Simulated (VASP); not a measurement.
# TaSi2 (P6_422) in VASP: further runs

The runs below take TaSi2 through single point, with PBEsol.

All numbers are computed with VASP 6.6.1; they aren't measurements. Logs are shortened: lines on timing, memory, paths and dates and some standing lists are left out, and cuts for length are marked.

## 1. The cell of the first run

It takes space group P6_422 (No. 181, hexagonal). The conventional cell has a = 4.784 Å, b = 4.784 Å, c = 6.570 Å, α = 90.00°, β = 90.00°, γ = 120.00°. Within 3.4 Å of Ta (site symmetry 222) lie 10 Si at 2.61 to 2.83 Å and 4 Ta at 3.24 Å. Within 3.4 Å of Si (site symmetry 2) lie 9 Si at 2.56 to 3.33 Å and 5 Ta at 2.61 to 2.83 Å.

## 2. Single point, PBEsol

Contents of INCAR:

```
ALGO = Normal
EDIFF = 1E-6
ENCUT = 520
GGA = PS
ISIF = 2
ISMEAR = 0
LASPH = T
LCHARG = F
LREAL = F
LWAVE = F
NBANDS = 38
NELM = 60
PREC = Accurate
SIGMA = 0.1
```

Contents of KPOINTS:

```
k-points
0
Gamma
  6 6 4
```

Contents of POSCAR:

```
TaSi2
1.0
    4.7839004637      0.0000000000      0.0000000000
   -2.3919502318      4.1429793307      0.0000000000
    0.0000000000      0.0000000000      6.5700000000
Ta Si
3 6
Direct
    0.5000000000      0.0000000000      0.0000000000
    0.5000000000      0.5000000000      0.6666666667
    0.0000000000      0.5000000000      0.3333333333
    0.1589700000      0.3179400000      0.0000000000
    0.8410300000      0.1589700000      0.6666666667
    0.6820600000      0.8410300000      0.3333333333
    0.8410300000      0.6820600000      0.0000000000
    0.1589700000      0.8410300000      0.6666666667
    0.3179400000      0.1589700000      0.3333333333
```

Potentials or basis: VASP PAW PBE potentials, release 64 (Ta_pv, Si).

The run is started by

```
$ cat potpaw_PBE.64/Ta_pv/POTCAR potpaw_PBE.64/Si/POTCAR > POTCAR
$ mpirun -np 1 vasp_std > vasp.out
```

OUTCAR:

```text
EDIFF = 1E-6
   ENCUT = 520
   GGA = PS
   ISIF = 2
   ISMEAR = 0
   LASPH = T
   LREAL = F
   NELM = 60
   PREC = Accurate

 ion  position               nearest neighbor table
   1  0.500  0.000  0.000-   6 2.61   9 2.61   8 2.61   5 2.61   4 2.73   7 2.73   4 2.73   7 2.73
                             4 2.83   7 2.83   2 3.24   2 3.24   3 3.24   3 3.24
   2  0.500  0.500  0.667-   4 2.61   7 2.61   6 2.61   9 2.61   5 2.73   8 2.73   8 2.73   5 2.73
                             8 2.83   5 2.83   1 3.24   1 3.24   3 3.24   3 3.24
   3  0.000  0.500  0.333-   4 2.61   7 2.61   5 2.61   8 2.61   9 2.73   6 2.73   9 2.73   6 2.73
                             6 2.83   9 2.83   1 3.24   1 3.24   2 3.24   2 3.24
   4  0.159  0.318  0.000-   9 2.56   5 2.56   3 2.61   2 2.61   7 2.63   1 2.73   1 2.73   1 2.83
                             7 2.83   7 2.83
   5  0.841  0.159  0.667-   4 2.56   6 2.56   1 2.61   3 2.61   8 2.63   2 2.73   2 2.73   2 2.83
                             8 2.83   8 2.83
   6  0.682  0.841  0.333-   7 2.56   5 2.56   1 2.61   2 2.61   9 2.63   3 2.73   3 2.73   3 2.83
                             9 2.83   9 2.83
   7  0.841  0.682  0.000-   6 2.56   8 2.56   3 2.61   2 2.61   4 2.63   1 2.73   1 2.73   1 2.83
                             4 2.83   4 2.83
   8  0.159  0.841  0.667-   7 2.56   9 2.56   1 2.61   3 2.61   5 2.63   2 2.73   2 2.73   2 2.83
                             5 2.83   5 2.83
   9  0.318  0.159  0.333-   4 2.56   8 2.56   1 2.61   2 2.61   6 2.63   3 2.73   3 2.73   3 2.83
                             6 2.83   6 2.83

  LATTYP: Found a hexagonal cell.
 ALAT       =     4.7839004637
 C/A-ratio  =     1.3733563334

  Lattice vectors:

 A1 = (   4.7839004637,   0.0000000000,   0.0000000000)
 A2 = (  -2.3919502318,   4.1429793307,   0.0000000000)
 A3 = (   0.0000000000,   0.0000000000,   6.5700000000)

Analysis of symmetry for initial positions (statically):
=====================================================================
 Subroutine PRICEL returns:
 Original cell was already a primitive cell.

 Routine SETGRP: Setting up the symmetry group for a
 hexagonal supercell.

 Subroutine GETGRP returns: Found 12 space group operations
 (whereof  4 operations were pure point group operations)
 out of a pool of 24 trial point group operations.

The static configuration has the point symmetry D_2 .
 The point group associated with its full space group is D_6 .

Analysis of symmetry for dynamics (positions and initial velocities):
=====================================================================
 Subroutine PRICEL returns:
 Original cell was already a primitive cell.

 Routine SETGRP: Setting up the symmetry group for a
 hexagonal supercell.

 Subroutine GETGRP returns: Found 12 space group operations
 (whereof  4 operations were pure point group operations)
 out of a pool of 24 trial point group operations.

The dynamic configuration has the point symmetry D_2 .
 The point group associated with its full space group is D_6 .

 Subroutine INISYM returns: Found 12 space group operations
 (whereof  4 operations are pure point group operations),
 and found     1 'primitive' translations

----------------------------------------------------------------------------------------

                                     Primitive cell

  volume of cell :     130.2148

  direct lattice vectors                    reciprocal lattice vectors
     4.783900464  0.000000000  0.000000000     0.209034450  0.120686096  0.000000000
    -2.391950232  4.142979331  0.000000000     0.000000000  0.241372191  0.000000000
     0.000000000  0.000000000  6.570000000     0.000000000  0.000000000  0.152207002

  length of vectors
     4.783900464  4.783900464  6.570000000     0.241372191  0.241372191  0.152207002

  position of ions in fractional coordinates (direct lattice)
     0.500000000  0.000000000  0.000000000
     0.500000000  0.500000000  0.666666667
     0.000000000  0.500000000  0.333333333
     0.158970000  0.317940000  0.000000000
     0.841030000  0.158970000  0.666666667
     0.682060000  0.841030000  0.333333333
     0.841030000  0.682060000  0.000000000
     0.158970000  0.841030000  0.666666667
     0.317940000  0.158970000  0.333333333

  ion indices of the primitive-cell ions
   primitive index   ion index
                 1           1
                 2           2
                 3           3
                 4           4
                 5           5
                 6           6
                 7           7
                 8           8
                 9           9

----------------------------------------------------------------------------------------

 KPOINTS: k-points

Automatic generation of k-mesh.
 Grid dimensions read from file:
 generate k-points for:    6    6    4

 Generating k-lattice:

  Cartesian coordinates                     Fractional coordinates (reciprocal lattice)
     0.034839075  0.020114349  0.000000000     0.166666667  0.000000000  0.000000000
     0.000000000  0.040228699  0.000000000     0.000000000  0.166666667  0.000000000
     0.000000000  0.000000000  0.038051750     0.000000000  0.000000000  0.250000000

  Length of vectors
     0.040228699  0.040228699  0.038051750

  Shift w.r.t. Gamma in fractional coordinates (k-lattice)
     0.000000000  0.000000000  0.000000000

 Subroutine IBZKPT returns following result:
 ===========================================

 Found     21 irreducible k-points:

 Following reciprocal coordinates:
            Coordinates               Weight
  0.000000  0.000000  0.000000      1.000000
  0.166667 -0.000000  0.000000      6.000000
  0.333333  0.000000  0.000000      6.000000
  0.500000  0.000000  0.000000      3.000000
  0.166667  0.166667  0.000000      6.000000
  0.333333  0.166667  0.000000     12.000000
[... 13 lines left out ...]
  0.333333  0.166667  0.500000     12.000000
  0.333333  0.333333  0.500000      2.000000
   k-points           NKPTS =     21   k-points in BZ     NKDIM =     21   number of bands    NBANDS=     38
   number of dos      NEDOS =    301   number of ions     NIONS =      9
   total plane-waves  NPLWV =  64800
   dimension x,y,z NGX =    36 NGY =   36 NGZ =   50
   dimension x,y,z NGXF=    72 NGYF=   72 NGZF=  100
   ions per type =               3   6
   NGX,Y,Z   is equivalent  to a cutoff of  12.51, 12.51, 12.65 a.u.
   NGXF,Y,Z  is equivalent  to a cutoff of  25.02, 25.02, 25.30 a.u.
 SYSTEM =  unknown system
   PREC   = accura    normal or accurate (medium, high low for compatibility)
   ISTART =      0    job   : 0-new  1-cont  2-samecut
   ICHARG =      2    charge: 1-file 2-atom 10-const
   ISPIN  =      1    spin polarized calculation?
   LNONCOLLINEAR =      F non collinear calculations
   LSORBIT =      F    spin-orbit coupling
   LASPH  =      T    aspherical Exc in radial PAW
   ENCUT  =  520.0 eV  38.22 Ry    6.18 a.u.   8.89  8.89 12.22*2*pi/ulx,y,z
   NELM   =     60;   NELMIN=  2; NELMDL= -5     # of ELM steps
   EDIFF  = 0.1E-05   stopping-criterion for ELM
   LREAL  =      F    real-space projection
   EDIFFG = 0.1E-04   stopping-criterion for IOM
   NSW    =      0    number of steps for IOM
   IBRION =     -1    ionic relax: 0-MD 1-quasi-New 2-CG
   NFREE  =      0    steps in history (QN), initial steepest desc. (CG)
   ISIF   =      2    stress and relaxation
   ISYM   =      2    0-nonsym 1-usesym 2-fastsym
   POTIM  = 0.5000    time-step for ionic-motion
   TEBEG  =    0.0;   TEEND  =   0.0 temperature during run
   PSTRESS=    0.0 pullay stress
   NELECT =      57.0000    total number of electrons
   NUPDOWN=      -1.0000    fix difference up-down
   EMIN   =  10.00;   EMAX   =-10.00  energy-range for DOS
   EFERMI =   0.00;   METHOD = LEGACY
   ISMEAR =     0;   SIGMA  =   0.10  broadening in eV -4-tet -1-fermi 0-gaus
   EFERMI_NEDOS =   21; number of points for ismear=-14 and -15
   IALGO  =     38    algorithm
   IMIX   =      4    mixing-type and parameters
     AMIX     =   0.40;   BMIX     =  1.00
     AMIX_MAG =   1.60;   BMIX_MAG =  1.00
  volume/ion in A,a.u.               =      14.47        97.64
  Fermi-wavevector in a.u.,A,eV,Ry     =   1.243025  2.348976 21.022497  1.545110
  Thomas-Fermi vector in A             =   2.377353
   LORBIT       =      0    0 simple, 1 ext, 2 COOP (PROOUT), +10 PAW based schemes
   GGA     = PS    functional components
   LHFCALC =     F    Hartree Fock is set to
   AEXX    =    0.0000 exact exchange contribution
   IVDW    =     0    specifies the selected vdW correction
   LEPSILON=     F    determine dielectric tensor
   LRPA    =     F    only Hartree local field effects (RPA)
 non-spin polarized calculation
 Gauss-broadening in eV      SIGMA  =   0.10
  energy-cutoff  :      520.00
  volume of cell :      130.21
 maximum number of plane-waves:      3546
 NGX is ok and might be reduce to    36
   NGX = 17   NGY = 17   NGZ = 25

 number of electron      57.0000004 magnetization

 Free energy of the ion-electron system (eV)
  ---------------------------------------------------
  ext. energy  EPLUGINS =         0.00000000
  ---------------------------------------------------
  free energy    TOTEN  =       -77.34864842 eV

  energy without entropy =      -77.33198239  energy(sigma->0) =      -77.34031540

 E-fermi :   9.2514     XC(G=0): -12.1507

 val. band max:        9.2198000570   @ k =   0.5000   0.0000   0.0000
 cond. band min:       9.3396659290   @ k =   0.3333   0.1667   0.2500
 fundamental gap:      0.1198658720
 Fermi energy:         9.2514413037

 k-point     1 :       0.0000    0.0000    0.0000
  band No.  band energies     occupation
      1     -25.0579      2.00000
      2     -25.0579      2.00000
      3     -25.0557      2.00000
      4     -24.9909      2.00000
      5     -24.9909      2.00000
      6     -24.8947      2.00000
[... 30 lines left out ...]
     37      13.1613      0.00000
     38      13.2988      0.00000
[... 818 lines left out ...]
     37      12.8041      0.00000
     38      12.8225      0.00000

------------------------ aborting loop because EDIFF is reached ----------------------------------------

  FORCE on cell =-STRESS in cart. coord.  units (eV):
  Direction    XX          YY          ZZ          XY          YZ          ZX
  --------------------------------------------------------------------------------------
  -------------------------------------------------------------------------------------
  Total       -1.8329404     -1.8329404     -0.9904503     -0.0000000      0.0000000      0.0000000
  in kB      -22.5527060    -22.5527060    -12.1866124     -0.0000000      0.0000000      0.0000000
  external PRESSURE =     -19.0973415 kB  Pullay stress =       0.0000000 kB

 VOLUME and BASIS-vectors are now :
 -----------------------------------------------------------------------------
  energy-cutoff  :      520.00
  volume of cell :      130.21
      direct lattice vectors                 reciprocal lattice vectors
     4.783900464  0.000000000  0.000000000     0.209034450  0.120686096  0.000000000
    -2.391950232  4.142979331  0.000000000     0.000000000  0.241372191  0.000000000
     0.000000000  0.000000000  6.570000000     0.000000000  0.000000000  0.152207002

 POSITION                                       TOTAL-FORCE (eV/Angst)
 -----------------------------------------------------------------------------------
      2.39195      0.00000      0.00000         0.000000     -0.000000      0.000000
      1.19598      2.07149      4.38000         0.000000     -0.000000     -0.000000
     -1.19598      2.07149      2.19000         0.000000     -0.000000      0.000000
      0.00000      1.31722      0.00000         0.000000      0.054095      0.000000
      3.64316      0.65861      4.38000        -0.046848      0.027048      0.000000
      1.25121      3.48437      2.19000        -0.046848     -0.027048      0.000000
      2.39195      2.82576      0.00000        -0.000000     -0.054095      0.000000
     -1.25121      3.48437      4.38000         0.046848     -0.027048      0.000000
      1.14074      0.65861      2.19000         0.046848      0.027048      0.000000
 -----------------------------------------------------------------------------------
    total drift:                               -0.000000      0.000000      0.000000

  FREE ENERGIE OF THE ION-ELECTRON SYSTEM (eV)
  ---------------------------------------------------
  free  energy   TOTEN  =       -77.3486484177 eV

  energy  without entropy=      -77.3319823910  energy(sigma->0) =      -77.34031540
```

It took 64 s on 1 thread of AMD EPYC 9R14 (Zen 4), shared host; peak memory 0.25 GiB.

What came out:

| Property | Result |
| --- | --- |
| Free energy | -77.3486 eV |
| Pressure | -1.9 GPa |
| Largest force | 0.054 eV/Å |

Forces on the atoms (eV/Å):
```
Ta   0.000  0.000  0.000
Ta   0.000  0.000  0.000
Ta   0.000  0.000  0.000
Si   0.000  0.054  0.000
Si  -0.047  0.027  0.000
Si  -0.047 -0.027  0.000
Si   0.000 -0.054  0.000
Si   0.047 -0.027  0.000
Si   0.047  0.027  0.000
```

Levels at points of the mesh, in eV from the Fermi level:
```
           k point  band 27  band 28  band 29  band 30  band 31  band 32
(0.00, 0.00, 0.00)    -2.18    -2.18    -1.47     0.72     2.97     2.97
(0.50, 0.00, 0.00)    -0.74    -0.09    -0.03     0.87     1.21     1.58
(0.00, 0.00, 0.50)    -1.76    -1.76     1.14     1.14     2.64     2.64
(0.50, 0.00, 0.50)    -1.82    -0.68    -0.26     1.55     1.96     2.53
```

Caveat: the PAW data sets were made with another functional, which shifts forces and pressure a little; spin-orbit coupling is left out, which moves the levels of the heavy elements.

(Continued in part 2 of 2.)
